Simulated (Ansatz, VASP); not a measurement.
**Sc2Ta: VASP beside Ansatz**

```
Sc Ta
1.0
     3.12602    0.00000    0.00000
    -1.56301    2.70721    0.00000
     0.00000    0.00000   15.49556
Sc Ta
4 2
Direct
  0.33333 0.66667 0.41410
  0.66667 0.33333 0.58590
  0.33333 0.66667 0.76532
  0.66667 0.33333 0.23468
  0.33333 0.66667 0.07785
  0.66667 0.33333 0.92215
```

Alike in both runs: functional PBE; k mesh 6 × 6 × 2; occupations gaussian, width 0.2 eV; no spin polarisation.

Ansatz relaxed the structure, and its values are those at the end. VASP's run is a single point on that final structure, the one shown.

```csv
,VASP,Ansatz
version,VASP 6.6.1,Ansatz 0.2.0
potentials or method,"VASP PAW PBE potentials, release 64 (Sc_sv, Ta_pv), cutoff 520 eV","scalar-relativistic, plane waves, PAW"
valence electrons in the cell,66,70
```

VASP gave:

```
gap on the k mesh at the Fermi level (eV) : none
pressure (GPa)                            : -0.2
rms of the force components (eV/Å)        : 0.025
```

Q: Estimate Ansatz's values.

A: gap on the k mesh at the Fermi level (eV): none; pressure (GPa): -0.2; rms of the force components (eV/Å): 0.022.

A gap of «none» marks a metal or a gap that the smearing closes. VASP's potentials hold 66 valence electrons a cell and Ansatz's 70, so a difference there can come from the potentials and not from the codes.

The k mesh is coarse, so the values compare programs but aren't converged. Neither program's run includes spin-orbit coupling.
